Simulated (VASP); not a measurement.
# SiC (a.eA) (Imm2) in VASP: notebook

SiC (a.eA) is run at these levels: PBEsol; tasks: single point.

All numbers are computed with VASP 6.6.1; they aren't measurements. Logs are shortened: lines on timing, memory, paths and dates and some standing lists are left out, and cuts for length are marked.

## (1) The cell of the first run

The structure is orthorhombic, space group Imm2 (No. 44). Conventional cell: a = 3.003 Å, b = 3.181 Å, c = 4.498 Å, α = 90.00°, β = 90.00°, γ = 90.00°. Within 2.5 Å of Si (site symmetry mm2) lie 4 C at 1.88 to 1.95 Å. C (site symmetry mm2) has 4 Si at 1.88 to 1.95 Å within 2.5 Å.

## (2) Single point, PBEsol

INCAR reads:

```
ALGO = Normal
EDIFF = 1E-6
ENCUT = 600
GGA = PS
GGA_COMPAT = F
ISIF = 2
ISMEAR = 0
LASPH = T
LCHARG = T
LELF = T
LREAL = F
LVHAR = T
LWAVE = F
NBANDS = 16
NELM = 120
PREC = Accurate
SIGMA = 0.1
```

KPOINTS reads:

```
k-points
0
Gamma
  6 4 6
```

POSCAR reads:

```
SiC
1.0
    3.1807798076      0.0000000000      0.0000000000
    0.0000000000      4.4983018932      0.0000000000
    0.0000000000      0.0000000000      3.0030912500
Si C
2 2
Direct
    0.0000000000      0.0000000000      0.0000000000
    0.5000000000      0.5000000000      0.5000023000
    0.5000000000      0.2500000000      0.0000000000
    1.0000000000      0.7500000000      0.5000023000
```

Potentials or basis: VASP PAW PBE potentials, release 64 (Si, C).

Launch:

```sh
> cat potpaw_PBE.64/Si/POTCAR potpaw_PBE.64/C/POTCAR > POTCAR
> mpirun -np 1 vasp_std > vasp.out
```

OUTCAR:

```text
EDIFF = 1E-6
   ENCUT = 600
   GGA = PS
   ISIF = 2
   ISMEAR = 0
   LASPH = T
   LREAL = F
   NELM = 120
   PREC = Accurate

 ion  position               nearest neighbor table
   1  0.000  0.000  0.000-   4 1.88   4 1.88   3 1.95   3 1.95   2 3.14   2 3.14   2 3.14   2 3.14
                             2 3.14   2 3.14   2 3.14   2 3.14
   2  0.500  0.500  0.500-   3 1.88   3 1.88   4 1.95   4 1.95   1 3.14   1 3.14   1 3.14   1 3.14
                             1 3.14   1 3.14   1 3.14   1 3.14
   3  0.500  0.250  0.000-   2 1.88   2 1.88   1 1.95   1 1.95
   4  0.000  0.750  0.500-   1 1.88   1 1.88   2 1.95   2 1.95

  LATTYP: Found a simple orthorhombic cell.
 ALAT       =     3.0030912500
 B/A-ratio  =     1.0591685509
 C/A-ratio  =     1.4978905131

  Lattice vectors:

 A1 = (   0.0000000000,   0.0000000000,   3.0030912500)
 A2 = (   3.1807798076,   0.0000000000,   0.0000000000)
 A3 = (   0.0000000000,   4.4983018932,   0.0000000000)

Analysis of symmetry for initial positions (statically):
=====================================================================
 Subroutine PRICEL returns following result:

  LATTYP: Found a body centered orthorhombic cell.
 ALAT       =     3.0030912500
 B/A-ratio  =     1.0591685509
 C/A-ratio  =     1.4978905131

  Lattice vectors:

 A1 = (  -1.5903899038,  -2.2491509466,  -1.5015525321)
 A2 = (   1.5903899038,  -2.2491509466,   1.5015525321)
 A3 = (  -1.5903899038,   2.2491509466,   1.5015387179)

   2 primitive cells build up your supercell.

 Routine SETGRP: Setting up the symmetry group for a
 simple orthorhombic supercell.

 Subroutine GETGRP returns: Found  4 space group operations
 (whereof  4 operations were pure point group operations)
 out of a pool of  8 trial point group operations.

The static configuration has the point symmetry C_2v.

Analysis of symmetry for dynamics (positions and initial velocities):
=====================================================================
 Subroutine PRICEL returns following result:

  LATTYP: Found a body centered orthorhombic cell.
 ALAT       =     3.0030912500
 B/A-ratio  =     1.0591685509
[... 112 lines left out ...]
   LNONCOLLINEAR =      F non collinear calculations
   LSORBIT =      F    spin-orbit coupling
   LASPH  =      T    aspherical Exc in radial PAW
   ENCUT  =  600.0 eV  44.10 Ry    6.64 a.u.   6.35  8.98  6.00*2*pi/ulx,y,z
   NELM   =    120;   NELMIN=  2; NELMDL= -5     # of ELM steps
   EDIFF  = 0.1E-05   stopping-criterion for ELM
   LREAL  =      F    real-space projection
   EDIFFG = 0.1E-04   stopping-criterion for IOM
   NSW    =      0    number of steps for IOM
   IBRION =     -1    ionic relax: 0-MD 1-quasi-New 2-CG
   NFREE  =      0    steps in history (QN), initial steepest desc. (CG)
   ISIF   =      2    stress and relaxation
   ISYM   =      2    0-nonsym 1-usesym 2-fastsym
   POTIM  = 0.5000    time-step for ionic-motion
   TEBEG  =    0.0;   TEEND  =   0.0 temperature during run
   PSTRESS=    0.0 pullay stress
   NELECT =      16.0000    total number of electrons
   NUPDOWN=      -1.0000    fix difference up-down
   EMIN   =  10.00;   EMAX   =-10.00  energy-range for DOS
   EFERMI =   0.00;   METHOD = LEGACY
   ISMEAR =     0;   SIGMA  =   0.10  broadening in eV -4-tet -1-fermi 0-gaus
   EFERMI_NEDOS =   21; number of points for ismear=-14 and -15
   IALGO  =     38    algorithm
   IMIX   =      4    mixing-type and parameters
     AMIX     =   0.40;   BMIX     =  1.00
     AMIX_MAG =   1.60;   BMIX_MAG =  1.00
  volume/ion in A,a.u.               =      10.74        72.49
  Fermi-wavevector in a.u.,A,eV,Ry     =   1.177781  2.225684 18.873571  1.387168
  Thomas-Fermi vector in A             =   2.314122
   LORBIT       =      0    0 simple, 1 ext, 2 COOP (PROOUT), +10 PAW based schemes
   GGA     = PS    functional components
   LHFCALC =     F    Hartree Fock is set to
   AEXX    =    0.0000 exact exchange contribution
   IVDW    =     0    specifies the selected vdW correction
   LEPSILON=     F    determine dielectric tensor
   LRPA    =     F    only Hartree local field effects (RPA)
 non-spin polarized calculation
 Gauss-broadening in eV      SIGMA  =   0.10
  energy-cutoff  :      600.00
  volume of cell :       42.97
 maximum number of plane-waves:      1462
 NGX is ok and might be reduce to    28
   NGX = 13   NGY = 17   NGZ = 11

 number of electron      16.0000002 magnetization

 Free energy of the ion-electron system (eV)
  ---------------------------------------------------
  ext. energy  EPLUGINS =         0.00000000
  ---------------------------------------------------
  free energy    TOTEN  =       -31.65452824 eV

  energy without entropy =      -31.65452824  energy(sigma->0) =      -31.65452824

 E-fermi :   8.3774     XC(G=0): -11.3431

 val. band max:        7.9030491332   @ k =   0.0000   0.0000   0.0000
 cond. band min:       8.8301675801   @ k =   0.5000   0.0000   0.5000
 fundamental gap:      0.9271184470
 Fermi energy:         8.3773610629

 k-point     1 :       0.0000    0.0000    0.0000
  band No.  band energies     occupation
      1      -7.4966      2.00000
      2      -2.7725      2.00000
      3      -0.2993      2.00000
      4       4.2739      2.00000
      5       5.1692      2.00000
      6       7.4821      2.00000
[... 433 lines left out ...]
      3      -0.4424      2.00000
      4      -0.4424      2.00000
      5       5.3596      2.00000
      6       5.3596      2.00000
[... 8 lines left out ...]
     15      18.5105      0.00000
     16      18.5105      0.00000

 [... further k-points ...]

------------------------ aborting loop because EDIFF is reached ----------------------------------------

  FORCE on cell =-STRESS in cart. coord.  units (eV):
  Direction    XX          YY          ZZ          XY          YZ          ZX
  --------------------------------------------------------------------------------------
  -------------------------------------------------------------------------------------
  Total       -5.0529593     -3.3847320      2.7777691      0.0000000      0.0000000      0.0000000
  in kB     -188.4107367   -126.2071996    103.5752513      0.0000000      0.0000000      0.0000000
  external PRESSURE =     -70.3475617 kB  Pullay stress =       0.0000000 kB

 VOLUME and BASIS-vectors are now :
 -----------------------------------------------------------------------------
  energy-cutoff  :      600.00
  volume of cell :       42.97
      direct lattice vectors                 reciprocal lattice vectors
     3.180779808  0.000000000  0.000000000     0.314388314  0.000000000  0.000000000
     0.000000000  4.498301893  0.000000000     0.000000000  0.222306111  0.000000000
     0.000000000  0.000000000  3.003091250     0.000000000  0.000000000  0.332990215

 POSITION                                       TOTAL-FORCE (eV/Angst)
 -----------------------------------------------------------------------------------
      0.00000      0.00000      0.00000         0.000000      0.376297     -0.000000
      1.59039      2.24915      1.50155         0.000000      0.376297     -0.000000
      1.59039      1.12458      0.00000         0.000000     -0.376297     -0.000000
      0.00000      3.37373      1.50155         0.000000     -0.376297      0.000000
 -----------------------------------------------------------------------------------
    total drift:                                0.000000      0.000229     -0.002098

  FREE ENERGIE OF THE ION-ELECTRON SYSTEM (eV)
  ---------------------------------------------------
  free  energy   TOTEN  =       -31.6545282418 eV

  energy  without entropy=      -31.6545282418  energy(sigma->0) =      -31.65452824
```

Run time: 13 s. Hardware: 1 thread of Intel Xeon 6975P-C (Granite Rapids), shared host; peak memory 0.17 GiB.

What came out:

| Property | Result |
| --- | --- |
| Free energy | -31.6545 eV |
| Pressure | -7.0 GPa |
| Largest force | 0.376 eV/Å |
| Band gap on the k mesh | 0.93 eV |

Forces on the atoms (eV/Å):
```
Si   0.000  0.376  0.000
Si   0.000  0.376  0.000
C    0.000 -0.376  0.000
C    0.000 -0.376  0.000
```

Stress tensor (GPa, compression positive):
```
-18.84   0.00   0.00
  0.00 -12.62   0.00
  0.00   0.00  10.36
```

Levels at points of the mesh, in eV from the valence-band top:
```csv
k point,band 4,band 5,band 6,band 7,band 8,band 9,band 10,band 11,band 12,band 13
"(0.00, 0.00, 0.00)",-3.63,-2.73,-0.42,-0.36,0.00,1.06,4.31,5.03,6.06,7.26
"(0.50, 0.00, 0.00)",-6.21,-4.81,-4.81,-1.02,-1.02,5.65,5.65,8.61,8.61,8.93
"(0.00, 0.50, 0.00)",-3.82,-2.38,-2.38,-1.63,-1.63,3.52,3.52,6.10,6.10,9.68
"(0.50, 0.50, 0.00)",-8.70,-1.36,-1.36,-0.92,-0.92,4.87,4.87,6.74,6.74,7.51
"(0.00, 0.00, 0.50)",-6.27,-4.60,-4.60,-1.43,-1.43,4.95,4.95,7.51,7.51,8.14
"(0.50, 0.00, 0.50)",-7.85,-3.51,-3.51,-3.46,-3.46,0.93,0.93,3.66,3.66,12.75
"(0.00, 0.50, 0.50)",-8.61,-1.61,-1.61,-1.30,-1.30,4.39,4.39,6.42,6.42,6.59
"(0.50, 0.50, 0.50)",-7.17,-5.09,-5.09,-4.85,-4.85,4.55,4.55,8.33,8.33,8.44
```

Caveat: the PAW data sets were made with another functional, which shifts forces and pressure a little. A k mesh can miss the band edges.

(Continued in part 2 of 2.)
